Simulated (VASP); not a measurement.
# Ce in VASP: settings compared

Aim: see how the results for Ce move with the level of theory and the settings. Levels: revPBE, PBE, PBEsol. Tasks: relaxation of cell and atoms, single point.

Everything below comes from runs of VASP 6.6.1. Logs are shortened: lines on timing, memory, paths and dates and some standing lists are left out, and cuts for length are marked.

## 1. The cell of the first run

The structure is cubic, space group Im-3m (No. 229). Conventional cell: a = 3.963 Å, b = 3.963 Å, c = 3.963 Å, α = 90.00°, β = 90.00°, γ = 90.00°. Ce (site symmetry m-3m) has 14 Ce at 3.43 to 3.96 Å within 4.5 Å.

This isn't the form of Ce at room conditions, which is fcc.

## 2. Relaxation of cell and atoms, revPBE, collinear spin, ferromagnetic start (31.12 Å³/atom)

Input file POSCAR:

```
Ce
1.0
   -1.9814121197      1.9814121197      1.9814121197
    1.9814121197     -1.9814121197      1.9814121197
    1.9814121197      1.9814121197     -1.9814121197
Ce
1
Direct
    0.0000000000      0.0000000000      0.0000000000
```

Input file INCAR.step1:

```
GGA = RE
ISPIN = 2
MAGMOM = 1
LORBIT = 11
ISMEAR = 0
SIGMA = 0.04
LWAVE = F
LCHARG = F
NSW = 80
PREC = Accurate
LASPH = T
LREAL = F
ALGO = Normal
EDIFF = 1E-7
NELM = 200
GGA_COMPAT = F
IBRION = 2
ISIF = 3
EDIFFG = -0.002
NELMIN = 4
ENCUT = 720
LMAXMIX = 6
KPAR = 8
POTIM = 0.5
```

Input file INCAR.step4:

```
GGA = RE
ISPIN = 2
MAGMOM = 1
LORBIT = 11
ISMEAR = 0
SIGMA = 0.04
LWAVE = F
LCHARG = F
PREC = Accurate
LASPH = T
LREAL = F
ALGO = Normal
EDIFF = 1E-7
NELM = 200
GGA_COMPAT = F
ISIF = 2
ENCUT = 720
LMAXMIX = 6
KPAR = 8
```

Input file KPOINTS:

```
Automatic mesh
0
Gamma
  13 13 13
  0 0 0
```

Potentials or basis: VASP PAW PBE potentials, release 64 (Ce).

Run with:

```console
$ cat potpaw_PBE.64/Ce/POTCAR > POTCAR
$ cp INCAR.step1 INCAR
$ cp POSCAR.step1 POSCAR
$ mpirun -np 8 vasp_std > vasp.out
$ cp CONTCAR POSCAR
$ mpirun -np 8 vasp_std > vasp.out
$ cp CONTCAR POSCAR
$ mpirun -np 8 vasp_std > vasp.out
$ cp CONTCAR POSCAR
$ cp INCAR.step4 INCAR
$ mpirun -np 8 vasp_std > vasp.out
```

OUTCAR:

```text
GGA = RE
   ISPIN = 2
   LORBIT = 11
   ISMEAR = 0
   PREC = Accurate
   LASPH = T
   LREAL = F
   EDIFF = 1E-7
   NELM = 200
   ISIF = 2
   ENCUT = 720

 ion  position               nearest neighbor table
   1  0.000  0.000  0.000-

  LATTYP: Found a body centered cubic cell.
 ALAT       =     3.8506012645

  Lattice vectors:

 A1 = (  -1.9253006322,   1.9253006322,   1.9253006322)
 A2 = (   1.9253006322,  -1.9253006322,   1.9253006322)
 A3 = (   1.9253006322,   1.9253006322,  -1.9253006322)

Analysis of symmetry for initial positions (statically):
=====================================================================
 Subroutine PRICEL returns:
 Original cell was already a primitive cell.

 Routine SETGRP: Setting up the symmetry group for a
 body centered cubic supercell.

 Subroutine GETGRP returns: Found 48 space group operations
 (whereof 48 operations were pure point group operations)
 out of a pool of 48 trial point group operations.

The static configuration has the point symmetry O_h .

Analysis of symmetry for dynamics (positions and initial velocities):
=====================================================================
 Subroutine PRICEL returns:
 Original cell was already a primitive cell.

 Routine SETGRP: Setting up the symmetry group for a
 body centered cubic supercell.

 Subroutine GETGRP returns: Found 48 space group operations
 (whereof 48 operations were pure point group operations)
 out of a pool of 48 trial point group operations.

The dynamic configuration has the point symmetry O_h .

Analysis of structural, dynamic, and magnetic symmetry:
=====================================================================
 Subroutine PRICEL returns:
 Original cell was already a primitive cell.

 Routine SETGRP: Setting up the symmetry group for a
 body centered cubic supercell.

 Subroutine GETGRP returns: Found 48 space group operations
 (whereof 48 operations were pure point group operations)
 out of a pool of 48 trial point group operations.

The overall configuration has the point symmetry O_h .

 Subroutine INISYM returns: Found 48 space group operations
 (whereof 48 operations are pure point group operations),
 and found     1 'primitive' translations

----------------------------------------------------------------------------------------

                                     Primitive cell

  volume of cell :      28.5467

  direct lattice vectors                    reciprocal lattice vectors
    -1.925300632  1.925300632  1.925300632     0.000000000  0.259699702  0.259699702
     1.925300632 -1.925300632  1.925300632     0.259699702  0.000000000  0.259699702
[... 130 lines left out ...]
 Free energy of the ion-electron system (eV)
  ---------------------------------------------------
  ext. energy  EPLUGINS =         0.00000000
  ---------------------------------------------------
  free energy    TOTEN  =        -5.33707688 eV

  energy without entropy =       -5.33427382  energy(sigma->0) =       -5.33567535

 E-fermi :   8.5203     XC(G=0): -10.8730

 val. band max:        8.5153277531   @ k =   0.1538   0.0769  -0.0000
 cond. band min:       8.5277754703   @ k =  -0.3846  -0.3846   0.0769
 fundamental gap:      0.0124477172
 Fermi energy:         8.5203146090

 spin component 1

 k-point     1 :       0.0000    0.0000    0.0000
  band No.  band energies     occupation
      1     -26.1246      1.00000
      2      -7.5888      1.00000
      3      -7.5888      1.00000
      4      -7.5888      1.00000
      5       5.6055      1.00000
      6       8.6144      0.00044
      7       8.6144      0.00044
      8       8.6144      0.00044
      9       9.3954      0.00000
     10       9.3954      0.00000
     11       9.3954      0.00000
[... 310 lines left out ...]
  band No.  band energies     occupation
      1     -25.8208      1.00000
      2      -9.2772      1.00000
      3      -8.1141      1.00000
      4      -7.7505      1.00000
      5       7.4018      1.00000
      6       8.3024      1.00000
      7       8.7111      0.00000
      8       8.8014      0.00000
      9       9.1160      0.00000
     10       9.2479      0.00000
     11       9.2696      0.00000

 [... further k-points ...]

 spin component 2

 k-point     1 :       0.0000    0.0000    0.0000
  band No.  band energies     occupation
      1     -26.1246      1.00000
      2      -7.5888      1.00000
      3      -7.5888      1.00000
      4      -7.5888      1.00000
      5       5.6055      1.00000
      6       8.6144      0.00044
      7       8.6144      0.00044
      8       8.6144      0.00044
      9       9.3954      0.00000
     10       9.3954      0.00000
     11       9.3954      0.00000
[... 310 lines left out ...]
  band No.  band energies     occupation
      1     -25.8208      1.00000
      2      -9.2772      1.00000
      3      -8.1141      1.00000
      4      -7.7505      1.00000
      5       7.4018      1.00000
      6       8.3024      1.00000
      7       8.7111      0.00000
      8       8.8014      0.00000
      9       9.1160      0.00000
     10       9.2479      0.00000
     11       9.2696      0.00000

 [... further k-points ...]

------------------------ aborting loop because EDIFF is reached ----------------------------------------

  FORCE on cell =-STRESS in cart. coord.  units (eV):
  Direction    XX          YY          ZZ          XY          YZ          ZX
  --------------------------------------------------------------------------------------
  -------------------------------------------------------------------------------------
  Total       -0.0021524     -0.0021524     -0.0021524     -0.0000000      0.0000000      0.0000000
  in kB       -0.1208019     -0.1208019     -0.1208019     -0.0000000      0.0000000      0.0000000
  external PRESSURE =      -0.1208019 kB  Pullay stress =       0.0000000 kB

 VOLUME and BASIS-vectors are now :
 -----------------------------------------------------------------------------
  energy-cutoff  :      720.00
  volume of cell :       28.55
      direct lattice vectors                 reciprocal lattice vectors
    -1.925300632  1.925300632  1.925300632     0.000000000  0.259699702  0.259699702
     1.925300632 -1.925300632  1.925300632     0.259699702  0.000000000  0.259699702
     1.925300632  1.925300632 -1.925300632     0.259699702  0.259699702  0.000000000

 POSITION                                       TOTAL-FORCE (eV/Angst)
 -----------------------------------------------------------------------------------
      0.00000      0.00000      0.00000        -0.000000     -0.000000      0.000000
 -----------------------------------------------------------------------------------
    total drift:                               -0.000000     -0.000000      0.000000

  FREE ENERGIE OF THE ION-ELECTRON SYSTEM (eV)
  ---------------------------------------------------
  free  energy   TOTEN  =        -5.3370768783 eV

  energy  without entropy=       -5.3342738183  energy(sigma->0) =       -5.33567535

 total charge

# of ion       s       p       d       f       tot
--------------------------------------------------
    1        2.091   5.585   1.198   0.968   9.843

 magnetization (x)

# of ion       s       p       d       f       tot
--------------------------------------------------
    1       -0.000  -0.000   0.000   0.000  -0.000
```

OUTCAR.step1:

```text
GGA = RE
   ISPIN = 2
   LORBIT = 11
   ISMEAR = 0
   NSW = 80
   PREC = Accurate
   LASPH = T
   LREAL = F
   EDIFF = 1E-7
   NELM = 200
   IBRION = 2
   ISIF = 3
[... 1114 lines left out ...]
  FREE ENERGIE OF THE ION-ELECTRON SYSTEM (eV)
  ---------------------------------------------------
  free  energy   TOTEN  =        -5.3371116720 eV

  energy  without entropy=       -5.3343083583  energy(sigma->0) =       -5.33571002

 reached required accuracy - stopping structural energy minimisation

 total charge

# of ion       s       p       d       f       tot
--------------------------------------------------
    1        2.091   5.585   1.198   0.968   9.843

 magnetization (x)

# of ion       s       p       d       f       tot
--------------------------------------------------
    1        0.000   0.000   0.000   0.000   0.000
```

OUTCAR.step2:

```text
GGA = RE
   ISPIN = 2
   LORBIT = 11
   ISMEAR = 0
   NSW = 80
   PREC = Accurate
   LASPH = T
   LREAL = F
   EDIFF = 1E-7
   NELM = 200
   IBRION = 2
   ISIF = 3
[... 1108 lines left out ...]
  FREE ENERGIE OF THE ION-ELECTRON SYSTEM (eV)
  ---------------------------------------------------
  free  energy   TOTEN  =        -5.3370768906 eV

  energy  without entropy=       -5.3342738143  energy(sigma->0) =       -5.33567535

 reached required accuracy - stopping structural energy minimisation

 total charge

# of ion       s       p       d       f       tot
--------------------------------------------------
    1        2.091   5.585   1.198   0.968   9.843

 magnetization (x)

# of ion       s       p       d       f       tot
--------------------------------------------------
    1       -0.000  -0.000  -0.000  -0.000  -0.000
```

Run time: 4.5 min. Hardware: 8 MPI ranks of AMD EPYC 9R45 (Zen 5), shared host; peak memory 0.28 GiB.

Results:

| Item | Value |
| --- | --- |
| Free energy | -5.3371 eV |
| Relaxed volume | 28.55 Å³/atom |
| Relaxed cell | a = 3.335 Å, b = 3.335 Å, c = 3.335 Å, α = 109.47°, β = 109.47°, γ = 109.47° |
| Space group after relaxing (to 0.1 Å) | Im-3m (No. 229) |
| Energy gained by relaxing | 18.5 meV/atom |
| Ionic steps | 29 |
| Pressure after relaxing | 0.0 GPa |
| Band gap on the k mesh | zero (filled and empty bands overlap) |
| Net moment | 0.00 μB per cell |
| Valence electrons inside the program's atomic spheres | Ce 9.84 |

Step by step:
```
step  energy change (eV)  largest force (eV/Å)  pressure (GPa)  volume (Å³)
   1              0.0000                0.0000           -2.39        31.12
   2             -0.0179                0.0000           -0.54        29.07
   3             -0.0183                0.0000            0.57        28.29
   4             -0.0186                0.0000           -0.14        28.69
   5             -0.0186                0.0000            0.02        28.57
   6             -0.0186                0.0000           -0.09        28.62
   7             -0.0186                0.0000           -0.13        28.62
   8             -0.0186                0.0000           -0.04        28.61
   9             -0.0186                0.0000           -0.08        28.61
  10             -0.0186                0.0000           -0.09        28.61
  11             -0.0186                0.0000           -0.09        28.61
  12             -0.0186                0.0000           -0.12        28.61
  13             -0.0186                0.0000           -0.07        28.60
  14             -0.0186                0.0000           -0.05        28.58
  15             -0.0186                0.0000           -0.03        28.55
  16             -0.0185                0.0000            0.04        28.50
  17             -0.0186                0.0000            1.03        28.53
  18             -0.0186                0.0000           -0.02        28.55
  19             -0.0186                0.0000           -0.01        28.55
  20             -0.0185                0.0000           -0.02        28.55
  21             -0.0185                0.0000            0.06        28.54
  22             -0.0185                0.0000           -0.03        28.55
  23             -0.0185                0.0000            0.04        28.54
  24             -0.0185                0.0000            0.01        28.55
  25             -0.0185                0.0000           -0.01        28.55
  26             -0.0185                0.0000           -0.01        28.55
  27             -0.0185                0.0000            0.04        28.54
  28             -0.0185                0.0000            2.83        28.54
  29             -0.0185                0.0000            0.01        28.55
```

Final structure:
```
Ce
1.0
    -1.92530    1.92530    1.92530
     1.92530   -1.92530    1.92530
     1.92530    1.92530   -1.92530
Ce
1
Direct
  0.00000 0.00000 0.00000
```

Caveat: the magnetic or orbital state may not be the lowest; the PAW data sets were made with another functional, which shifts forces and pressure a little; spin-orbit coupling is left out, which moves the levels of the heavy elements; semilocal functionals describe open f shells poorly, which spoils levels, moments and volumes.

## 3. Single point, PBE, collinear spin, ferromagnetic start (cell strained by -1.0% along z)

Input file INCAR:

```
SYSTEM = Ce
ALGO = Normal
EDIFF = 1E-8
ENCUT = 720
GGA = PE
GGA_COMPAT = .False.
ISIF = 2
ISMEAR = 0
ISPIN = 2
KPAR = 4
LASPH = .True.
LCHARG = .False.
LMAXMIX = 6
LORBIT = 11
LREAL = .False.
LWAVE = .False.
MAGMOM = 1
NBANDS = 26
NELM = 200
PREC = Accurate
SIGMA = 0.04
```

Input file KPOINTS:

```
Automatic mesh
0
Gamma
  19 19 19
  0 0 0
```

Input file POSCAR:

```
Ce
1.0
   -1.9432985503      1.9432985503      1.9238655648
    1.9432985503     -1.9432985503      1.9238655648
    1.9432985503      1.9432985503     -1.9238655648
Ce
1
Direct
    0.0000000000      0.0000000000      0.0000000000
```

Potentials or basis: VASP PAW PBE potentials, release 64 (Ce).

Run with:

```console
$ cat potpaw_PBE.64/Ce/POTCAR > POTCAR
$ mpirun -np 4 vasp_std > vasp.out
```

OUTCAR:

```text
SYSTEM = Ce
   EDIFF = 1E-8
   ENCUT = 720
   GGA = PE
   ISIF = 2
   ISMEAR = 0
   ISPIN = 2
   LASPH = .True.
   LORBIT = 11
   LREAL = .False.
   NELM = 200
   PREC = Accurate

 ion  position               nearest neighbor table
   1  0.000  0.000  0.000-

  LATTYP: Found a body centered tetragonal cell.
 ALAT       =     3.8865971006
 C/A-ratio  =     0.9900000000

  Lattice vectors:

 A1 = (  -1.9432985503,   1.9432985503,   1.9238655648)
[... 1226 lines left out ...]
  -------------------------------------------------------------------------------------
  Total       -0.2517072     -0.2517072     -0.4670029      0.0000000      0.0000000      0.0000000
  in kB      -13.8769002    -13.8769002    -25.7463950      0.0000000      0.0000000      0.0000000
  external PRESSURE =     -17.8333985 kB  Pullay stress =       0.0000000 kB

 VOLUME and BASIS-vectors are now :
 -----------------------------------------------------------------------------
  energy-cutoff  :      720.00
  volume of cell :       29.06
      direct lattice vectors                 reciprocal lattice vectors
    -1.943298550  1.943298550  1.923865565     0.000000000  0.257294485  0.259893419
     1.943298550 -1.943298550  1.923865565     0.257294485  0.000000000  0.259893419
     1.943298550  1.943298550 -1.923865565     0.257294485  0.257294485  0.000000000

 POSITION                                       TOTAL-FORCE (eV/Angst)
 -----------------------------------------------------------------------------------
      0.00000      0.00000      0.00000         0.000000      0.000000      0.000000
 -----------------------------------------------------------------------------------
    total drift:                               -0.000000     -0.000000      0.000000

  FREE ENERGIE OF THE ION-ELECTRON SYSTEM (eV)
  ---------------------------------------------------
  free  energy   TOTEN  =        -5.6887804635 eV

  energy  without entropy=       -5.6857152463  energy(sigma->0) =       -5.68724785

 total charge

# of ion       s       p       d       f       tot
--------------------------------------------------
    1        2.088   5.580   1.176   0.968   9.812

 magnetization (x)

# of ion       s       p       d       f       tot
--------------------------------------------------
    1       -0.000   0.000   0.000   0.001   0.001
```

OSZICAR:

```text
N       E                     dE             d eps       ncg     rms          rms(c)
DAV:   1     0.970214996417E+02    0.97021E+02   -0.55036E+03 65098   0.713E+02
DAV:   2     0.418051907138E+01   -0.92841E+02   -0.73540E+02 59572   0.143E+02
DAV:   3    -0.597643697587E+01   -0.10157E+02   -0.96669E+01 66552   0.510E+01
[... 13 lines left out ...]
DAV:  17    -0.568877294154E+01   -0.72663E-05   -0.10551E-05 75678   0.173E-02    0.152E-02
DAV:  18    -0.568877666219E+01   -0.37207E-05   -0.56824E-06 98634   0.123E-02    0.108E-02
DAV:  19    -0.568877850549E+01   -0.18433E-05   -0.25461E-06 82596   0.845E-03    0.759E-03
DAV:  20    -0.568877997304E+01   -0.14676E-05   -0.40505E-06 86190   0.108E-02    0.376E-03
DAV:  21    -0.568878045789E+01   -0.48485E-06   -0.31813E-06 91200   0.926E-03    0.840E-04
DAV:  22    -0.568878046348E+01   -0.55879E-08   -0.77585E-08 66404   0.119E-03
   1 F= -.56887805E+01 E0= -.56872479E+01  d E =-.306522E-02  mag=     0.0001
```

It took 4.7 min on 4 MPI ranks of Intel Xeon 6975P-C (Granite Rapids), shared host; peak memory 0.95 GiB.

Results:

- Free energy: -5.6888 eV
- Pressure: -1.8 GPa
- Band gap on the k mesh: zero (filled and empty bands overlap)
- Net moment: 0.00 μB per cell
- Valence electrons inside the program's atomic spheres: Ce 9.81

Levels at points of the mesh, in eV from the Fermi level:
Spin up:
```tsv
k point	band 3	band 4	band 5	band 6	band 7	band 8	band 9	band 10
(0.00, 0.00, 0.00)	-16.17	-16.16	-2.98	0.09	0.09	0.10	0.83	0.83
```
Spin down:
```tsv
k point	band 4	band 5	band 6	band 7	band 8	band 9
(0.00, 0.00, 0.00)	-16.16	-2.98	0.09	0.09	0.10	0.83
```

Caveat: the cell differs from its parent crystal (cell strained by -1.0% along z); the magnetic or orbital state may not be the lowest; spin-orbit coupling is left out, which moves the levels of the heavy elements; semilocal functionals describe open f shells poorly, which spoils levels, moments and volumes. The state reached can hang on the start; a lower one may exist.

(Continued in part 2 of 2.)
